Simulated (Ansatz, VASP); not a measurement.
Rb3Pt: VASP beside Ansatz

```
Pt Rb
1.0
     5.38654    0.00000    0.00000
     0.00000    5.38654    0.00000
     0.00000    0.00000    5.38654
Pt Rb
1 3
Cartesian
  2.6933 2.6933 2.6933
  2.6933 0.0000 0.0000
  0.0000 2.6933 0.0000
  0.0000 0.0000 2.6933
```

Alike in both runs: task single point; functional PBE; k mesh 5 × 5 × 5; occupations fermi-dirac, width 0.05 eV; no spin polarisation.

```csv
,VASP,Ansatz
version,VASP 6.6.1,Ansatz 0.2.0
potentials or method,"VASP PAW PBE potentials, release 64 (Pt, Rb_sv)",Ansatz PAW
plane-wave cutoff (eV),520,420
valence electrons in the cell,37,45
```

```tsv
	VASP	Ansatz	Ansatz less VASP
gap on the k mesh at the Fermi level (eV)	none	none	-
pressure (GPa)	0.6	0.5	-0.04
```

A gap of «none» marks a metal or a gap that the smearing closes. With one functional, cell and mesh, what is left measures potentials, basis and numerics. VASP's potentials hold 37 valence electrons a cell and Ansatz's 45, so a difference there can come from the potentials and not from the codes.

Spin-orbit coupling is off throughout.
